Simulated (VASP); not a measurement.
# TaSBr (P4/mmm) in VASP: a series of runs

Runs on TaSBr. Level: PBE. Tasks: single point, relaxation of cell and atoms.

Everything below comes from runs of VASP 6.6.1. Logs are shortened: lines on timing, memory, paths and dates and some standing lists are left out, and cuts for length are marked.

## 1. The cell of the first run

It takes space group P4/mmm (No. 123, tetragonal). The conventional cell has a = 3.492 Å, b = 3.492 Å, c = 5.219 Å, α = 90.00°, β = 90.00°, γ = 90.00°. Within 3.3 Å of Ta (site symmetry 4/mmm) lie 4 S at 2.47 Å and 2 Br at 2.61 Å. Within 3.3 Å of S (site symmetry 4/mmm) lie 4 Ta at 2.47 Å. Within 3.6 Å of Br (site symmetry 4/mmm) lie 2 Ta at 2.61 Å and 4 Br at 3.49 Å and 8 S at 3.59 Å.

The cell was built from a structure type or drawn by symmetry, and may not be a known phase.

## 2. Single point, PBE

The input, INCAR:

```
PREC = Accurate
ENCUT = 520
EDIFF = 1E-7
ISMEAR = 0
SIGMA = 0.1
LREAL = F
LASPH = T
NELM = 80
ALGO = Normal
ISIF = 2
LWAVE = F
LCHARG = F
GGA = PE
NBANDS = 19
```

The input, KPOINTS:

```
regular mesh
0
Gamma
  6 6 4
```

The input, POSCAR:

```
TaSBr
1.0
    3.4916778555      0.0000000000      0.0000000000
    0.0000000000      3.4916778555      0.0000000000
    0.0000000000      0.0000000000      5.2187797410
Ta S Br
1 1 1
Direct
    0.5000000000      0.5000000000      0.5000000000
    0.0000000000      0.0000000000      0.5000000000
    0.5000000000      0.5000000000      0.0000000000
```

Potentials or basis: VASP PAW PBE potentials, release 64 (Ta_pv, S, Br).

The run is started by

```
$ cat potpaw_PBE.64/Ta_pv/POTCAR potpaw_PBE.64/S/POTCAR potpaw_PBE.64/Br/POTCAR > POTCAR
$ mpirun -np 1 vasp_std > vasp.out
```

OUTCAR:

```text
PREC = Accurate
   ENCUT = 520
   EDIFF = 1E-7
   ISMEAR = 0
   LREAL = F
   LASPH = T
   NELM = 80
   ISIF = 2
   GGA = PE

 ion  position               nearest neighbor table
   1  0.500  0.500  0.500-   2 2.47   2 2.47   2 2.47   2 2.47   3 2.61   3 2.61
   2  0.000  0.000  0.500-   1 2.47   1 2.47   1 2.47   1 2.47
   3  0.500  0.500  0.000-   1 2.61   1 2.61

  LATTYP: Found a simple tetragonal cell.
 ALAT       =     3.4916778555
 C/A-ratio  =     1.4946337998

  Lattice vectors:

 A1 = (   3.4916778555,   0.0000000000,   0.0000000000)
 A2 = (   0.0000000000,   3.4916778555,   0.0000000000)
 A3 = (   0.0000000000,   0.0000000000,   5.2187797410)

Analysis of symmetry for initial positions (statically):
=====================================================================
 Subroutine PRICEL returns:
 Original cell was already a primitive cell.

 Routine SETGRP: Setting up the symmetry group for a
 simple tetragonal supercell.

 Subroutine GETGRP returns: Found 16 space group operations
 (whereof 16 operations were pure point group operations)
 out of a pool of 16 trial point group operations.

The static configuration has the point symmetry D_4h.

Analysis of symmetry for dynamics (positions and initial velocities):
=====================================================================
 Subroutine PRICEL returns:
 Original cell was already a primitive cell.

 Routine SETGRP: Setting up the symmetry group for a
 simple tetragonal supercell.

 Subroutine GETGRP returns: Found 16 space group operations
 (whereof 16 operations were pure point group operations)
 out of a pool of 16 trial point group operations.

The dynamic configuration has the point symmetry D_4h.

 Subroutine INISYM returns: Found 16 space group operations
 (whereof 16 operations are pure point group operations),
 and found     1 'primitive' translations

----------------------------------------------------------------------------------------

                                     Primitive cell

  volume of cell :      63.6264

  direct lattice vectors                    reciprocal lattice vectors
     3.491677855  0.000000000  0.000000000     0.286395264  0.000000000  0.000000000
     0.000000000  3.491677855  0.000000000     0.000000000  0.286395264  0.000000000
     0.000000000  0.000000000  5.218779741     0.000000000  0.000000000  0.191615674

  length of vectors
     3.491677855  3.491677855  5.218779741     0.286395264  0.286395264  0.191615674

  position of ions in fractional coordinates (direct lattice)
     0.500000000  0.500000000  0.500000000
     0.000000000  0.000000000  0.500000000
     0.500000000  0.500000000  0.000000000

  ion indices of the primitive-cell ions
   primitive index   ion index
                 1           1
                 2           2
                 3           3

----------------------------------------------------------------------------------------

 KPOINTS: regular mesh

Automatic generation of k-mesh.
 Grid dimensions read from file:
 generate k-points for:    6    6    4

 Generating k-lattice:

  Cartesian coordinates                     Fractional coordinates (reciprocal lattice)
     0.047732544  0.000000000  0.000000000     0.166666667  0.000000000  0.000000000
     0.000000000  0.047732544  0.000000000     0.000000000  0.166666667  0.000000000
     0.000000000  0.000000000  0.047903919     0.000000000  0.000000000  0.250000000

  Length of vectors
     0.047732544  0.047732544  0.047903919

  Shift w.r.t. Gamma in fractional coordinates (k-lattice)
     0.000000000  0.000000000  0.000000000

 Subroutine IBZKPT returns following result:
 ===========================================

 Found     30 irreducible k-points:

 Following reciprocal coordinates:
            Coordinates               Weight
  0.000000  0.000000  0.000000      1.000000
  0.166667  0.000000  0.000000      4.000000
  0.333333  0.000000  0.000000      4.000000
  0.500000  0.000000  0.000000      2.000000
  0.166667  0.166667  0.000000      4.000000
  0.333333  0.166667  0.000000      8.000000
[... 16 lines left out ...]
  0.333333  0.000000  0.500000      4.000000
  0.500000  0.000000  0.500000      2.000000
 [... further k-points ...]
   k-points           NKPTS =     30   k-points in BZ     NKDIM =     30   number of bands    NBANDS=     19
   number of dos      NEDOS =    301   number of ions     NIONS =      3
   total plane-waves  NPLWV =  31360
   dimension x,y,z NGX =    28 NGY =   28 NGZ =   40
   dimension x,y,z NGXF=    56 NGYF=   56 NGZF=   80
   ions per type =               1   1   1
   NGX,Y,Z   is equivalent  to a cutoff of  13.33, 13.33, 12.74 a.u.
   NGXF,Y,Z  is equivalent  to a cutoff of  26.66, 26.66, 25.48 a.u.
 SYSTEM =  unknown system
   PREC   = accura    normal or accurate (medium, high low for compatibility)
   ISTART =      0    job   : 0-new  1-cont  2-samecut
   ICHARG =      2    charge: 1-file 2-atom 10-const
   ISPIN  =      1    spin polarized calculation?
   LNONCOLLINEAR =      F non collinear calculations
   LSORBIT =      F    spin-orbit coupling
   LASPH  =      T    aspherical Exc in radial PAW
   ENCUT  =  520.0 eV  38.22 Ry    6.18 a.u.   6.49  6.49  9.70*2*pi/ulx,y,z
   NELM   =     80;   NELMIN=  2; NELMDL= -5     # of ELM steps
   EDIFF  = 0.1E-06   stopping-criterion for ELM
   LREAL  =      F    real-space projection
   EDIFFG = 0.1E-05   stopping-criterion for IOM
   NSW    =      0    number of steps for IOM
   IBRION =     -1    ionic relax: 0-MD 1-quasi-New 2-CG
   NFREE  =      0    steps in history (QN), initial steepest desc. (CG)
   ISIF   =      2    stress and relaxation
   ISYM   =      2    0-nonsym 1-usesym 2-fastsym
   POTIM  = 0.5000    time-step for ionic-motion
   TEBEG  =    0.0;   TEEND  =   0.0 temperature during run
   PSTRESS=    0.0 pullay stress
   NELECT =      24.0000    total number of electrons
   NUPDOWN=      -1.0000    fix difference up-down
   EMIN   =  10.00;   EMAX   =-10.00  energy-range for DOS
   EFERMI =   0.00;   METHOD = LEGACY
   ISMEAR =     0;   SIGMA  =   0.10  broadening in eV -4-tet -1-fermi 0-gaus
   EFERMI_NEDOS =   21; number of points for ismear=-14 and -15
   IALGO  =     38    algorithm
   IMIX   =      4    mixing-type and parameters
     AMIX     =   0.40;   BMIX     =  1.00
     AMIX_MAG =   1.60;   BMIX_MAG =  1.00
  volume/ion in A,a.u.               =      21.21       143.12
  Fermi-wavevector in a.u.,A,eV,Ry     =   1.182859  2.235279 19.036650  1.399154
  Thomas-Fermi vector in A             =   2.319104
   LORBIT       =      0    0 simple, 1 ext, 2 COOP (PROOUT), +10 PAW based schemes
   GGA     = PE    functional components
   LHFCALC =     F    Hartree Fock is set to
   AEXX    =    0.0000 exact exchange contribution
   IVDW    =     0    specifies the selected vdW correction
   LEPSILON=     F    determine dielectric tensor
   LRPA    =     F    only Hartree local field effects (RPA)
 non-spin polarized calculation
 Gauss-broadening in eV      SIGMA  =   0.10
  energy-cutoff  :      520.00
  volume of cell :       63.63
 maximum number of plane-waves:      1771
 NGX is ok and might be reduce to    28
   NGX = 13   NGY = 13   NGZ = 19

 number of electron      24.0000000 magnetization

 Free energy of the ion-electron system (eV)
  ---------------------------------------------------
  ext. energy  EPLUGINS =         0.00000000
  ---------------------------------------------------
  free energy    TOTEN  =       -19.07516677 eV

  energy without entropy =      -19.06516729  energy(sigma->0) =      -19.07016703

 E-fermi :   5.5554     XC(G=0): -10.2750

 val. band max:        5.4428144998   @ k =   0.3333   0.1667   0.2500
 cond. band min:       5.5561284639   @ k =   0.1667   0.1667   0.2500
 fundamental gap:      0.1133139641
 Fermi energy:         5.5554405586

 k-point     1 :       0.0000    0.0000    0.0000
  band No.  band energies     occupation
      1     -30.5248      2.00000
      2     -30.4248      2.00000
      3     -30.4248      2.00000
      4     -11.3808      2.00000
      5      -9.6753      2.00000
      6      -0.8840      2.00000
[... 11 lines left out ...]
     18       9.9276      0.00000
     19      12.9807      0.00000

 k-point     2 :       0.1667    0.0000    0.0000
  band No.  band energies     occupation
      1     -30.5222      2.00000
      2     -30.4606      2.00000
      3     -30.4208      2.00000
      4     -11.2495      2.00000
      5      -9.4469      2.00000
      6      -0.7385      2.00000
[... 11 lines left out ...]
     18      10.7346      0.00000
     19      13.7023      0.00000

 k-point     3 :       0.3333    0.0000    0.0000
  band No.  band energies     occupation
      1     -30.5313      2.00000
      2     -30.5169      2.00000
      3     -30.4128      2.00000
      4     -10.9851      2.00000
      5      -8.8922      2.00000
      6      -1.8011      2.00000
[... 11 lines left out ...]
     18      12.0323      0.00000
     19      12.3530      0.00000

 k-point     4 :       0.5000    0.0000    0.0000
  band No.  band energies     occupation
      1     -30.5662      2.00000
      2     -30.5142      2.00000
      3     -30.4088      2.00000
      4     -10.8510      2.00000
      5      -8.5405      2.00000
      6      -2.6251      2.00000
[... 407 lines left out ...]
     18      12.2209      0.00000
     19      12.8005      0.00000

 k-point    23 :       0.3333    0.0000    0.5000
  band No.  band energies     occupation
      1     -30.5311      2.00000
      2     -30.5202      2.00000
      3     -30.4127      2.00000
      4     -10.6697      2.00000
      5      -8.9642      2.00000
      6      -2.2741      2.00000
[... 11 lines left out ...]
     18      11.0168      0.00000
     19      12.8936      0.00000

 k-point    24 :       0.5000    0.0000    0.5000
  band No.  band energies     occupation
      1     -30.5661      2.00000
      2     -30.5175      2.00000
      3     -30.4087      2.00000
      4     -10.5700      2.00000
      5      -8.5152      2.00000
      6      -3.0502      2.00000
[... 11 lines left out ...]
     18      12.1465      0.00000
     19      12.3071      0.00000

 [... further k-points ...]

------------------------ aborting loop because EDIFF is reached ----------------------------------------

  FORCE on cell =-STRESS in cart. coord.  units (eV):
  Direction    XX          YY          ZZ          XY          YZ          ZX
  --------------------------------------------------------------------------------------
  -------------------------------------------------------------------------------------
  Total        0.0632226      0.0632226      0.0529530      0.0000000      0.0000000     -0.0000000
  in kB        1.5920086      1.5920086      1.3334106      0.0000000      0.0000000     -0.0000000
  external PRESSURE =       1.5058093 kB  Pullay stress =       0.0000000 kB

 VOLUME and BASIS-vectors are now :
 -----------------------------------------------------------------------------
  energy-cutoff  :      520.00
  volume of cell :       63.63
      direct lattice vectors                 reciprocal lattice vectors
     3.491677855  0.000000000  0.000000000     0.286395264  0.000000000  0.000000000
     0.000000000  3.491677855  0.000000000     0.000000000  0.286395264  0.000000000
     0.000000000  0.000000000  5.218779741     0.000000000  0.000000000  0.191615674

 POSITION                                       TOTAL-FORCE (eV/Angst)
 -----------------------------------------------------------------------------------
      1.74584      1.74584      2.60939         0.000000      0.000000      0.000000
      0.00000      0.00000      2.60939         0.000000      0.000000      0.000000
      1.74584      1.74584      0.00000         0.000000      0.000000      0.000000
 -----------------------------------------------------------------------------------
    total drift:                                0.000000      0.000000      0.000000

  FREE ENERGIE OF THE ION-ELECTRON SYSTEM (eV)
  ---------------------------------------------------
  free  energy   TOTEN  =       -19.0751667658 eV

  energy  without entropy=      -19.0651672942  energy(sigma->0) =      -19.07016703
```

It took 20 s on 1 thread of Intel Xeon Platinum 8488C (Sapphire Rapids), shared host; peak memory 0.2 GiB.

Results:

```
Free energy            : -19.0752 eV
Pressure               : 0.2 GPa
Band gap on the k mesh : zero (bands 12 and 13 overlap by 3.27 eV)
```

Caveat: spin-orbit coupling is left out, which moves the levels of the heavy elements.

## 3. Relaxation of cell and atoms, PBE

The input, INCAR:

```
SYSTEM = TaSBr
  ALGO = Normal
  EDIFF = 1E-6
  EDIFFG = -0.04
  ENCUT = 600
  GGA = PE
  IBRION = 2
  ISIF = 3
  ISMEAR = 0
  LASPH = .True.
  LCHARG = .False.
  LREAL = .False.
  LWAVE = .False.
  NELM = 80
  NSW = 90
  PREC = Accurate
  SIGMA = 0.1
```

The input, KPOINTS:

```
k-points
0
Gamma
  6 6 4
  0 0 0
```

The input, POSCAR:

```
TaSBr
1.0
    3.4845968233      0.0000000000      0.0000000000
    0.0000000000      3.4845968233      0.0000000000
    0.0000000000      0.0000000000      5.2401502647
Ta S Br
1 1 1
Direct
    0.5000000000      0.5000000000      0.5000000000
    0.0000000000      0.0000000000      0.5000000000
    0.5000000000      0.5000000000      0.0000000000
```

Potentials or basis: VASP PAW PBE potentials, release 64 (Ta_pv, S, Br).

The run is started by

```
$ cat potpaw_PBE.64/Ta_pv/POTCAR potpaw_PBE.64/S/POTCAR potpaw_PBE.64/Br/POTCAR > POTCAR
$ mpirun -np 1 vasp_std > vasp.out
```

Run time: 36 s. Hardware: 1 thread of Intel Xeon Platinum 8488C (Sapphire Rapids), shared host; peak memory 0.22 GiB.

The run converged. Its results:

```yaml
Free_energy: -19.0756 eV
Relaxed_volume: 21.27 Å³/atom
Relaxed_cell: a = 3.494 Å, b = 3.494 Å, c = 5.227 Å, α = 90.00°, β = 90.00°, γ = 90.00°
Space_group_after_relaxing_to_0.1_Å: P4/mmm (No. 123)
Energy_gained_by_relaxing: 0.3 meV/atom
Ionic_steps: 3
Pressure_after_relaxing: -0.1 GPa
Band_gap_on_the_k_mesh: zero (bands 12 and 13 overlap by 3.25 eV)
```

Stress tensor (GPa, compression positive):
```
-0.11  0.00  0.00
 0.00 -0.11  0.00
 0.00  0.00 -0.22
```

The path:
```csv
step,energy change (eV),largest force (eV/Å),pressure (GPa),volume (Å³)
1,0.0000,0.0000,0.23,63.63
2,-0.0008,0.0000,-0.31,63.91
3,-0.0010,0.0000,-0.15,63.82
```

Final structure:
```
CELL_PARAMETERS angstrom
3.49435 0.00000 0.00000
0.00000 3.49435 0.00000
0.00000 0.00000 5.22672
ATOMIC_POSITIONS crystal
Ta 0.50000 0.50000 0.50000
S 0.00000 0.00000 0.50000
Br 0.50000 0.50000 0.00000
```

Levels at points of the mesh, in eV from the Fermi level:
```tsv
k point	band 9	band 10	band 11	band 12	band 13	band 14	band 15	band 16
(0.00, 0.00, 0.00)	-3.52	-2.56	-2.30	-2.30	-0.92	-0.28	-0.28	0.19
(0.50, 0.00, 0.00)	-5.16	-5.09	-2.35	0.18	0.46	1.23	1.70	4.67
(0.50, 0.50, 0.00)	-3.94	-3.94	-3.28	-2.09	-2.09	0.40	1.41	1.99
(0.00, 0.00, 0.50)	-3.52	-3.49	-3.24	-3.24	-0.92	1.09	1.09	2.03
(0.50, 0.00, 0.50)	-6.17	-2.86	-2.79	1.16	1.41	1.92	3.49	3.68
(0.50, 0.50, 0.50)	-5.39	-5.39	-3.51	-0.21	-0.21	0.75	1.99	2.70
```

Caveat: spin-orbit coupling is left out, which moves the levels of the heavy elements.
